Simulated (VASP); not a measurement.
Crystal: AlN.

```xyz
2
Lattice="0.0000 1.9690 1.9690 1.9690 0.0000 1.9690 1.9690 1.9690 0.0000" Properties=species:S:1:pos:R:3 pbc="T T T"
Al    0.0000    0.0000    0.0000
N     1.9690    1.9690    1.9690
```

* Program: VASP 6.6.1
* Task: relaxation of cell and atoms
* Functional: PBE
* Potentials or basis: VASP PAW PBE potentials, release 64 (Al, N)
* Cutoff: 600 eV
* k mesh: 10 × 10 × 10
* Occupations: gaussian, width 0.01 eV
* Spin: no spin polarisation

At the start: pressure 30.0 GPa; volume 7.63 Å³/atom.

Task: Where does the relaxation end?

Result: Over 4 steps the energy falls by 67.7 meV/atom and the volume is 8.42 Å³/atom (+10.3 %); space group Fm-3m (No. 225, to 0.1 Å) before and after.

Step by step:
```
step  energy change (eV)  largest force (eV/Å)  pressure (GPa)  volume (Å³)
   1              0.0000                0.0000           29.98        15.27
   2             -0.0073                0.0000          -20.85        18.65
   3             -0.1354                0.0000           -0.39        16.87
   4             -0.1355                0.0000            0.10        16.83
```

Final structure:
```
Al N
1.0
     0.00000    2.03412    2.03412
     2.03412    0.00000    2.03412
     2.03412    2.03412    0.00000
Al N
1 1
Direct
  0.00000 0.00000 0.00000
  0.50000 0.50000 0.50000
```
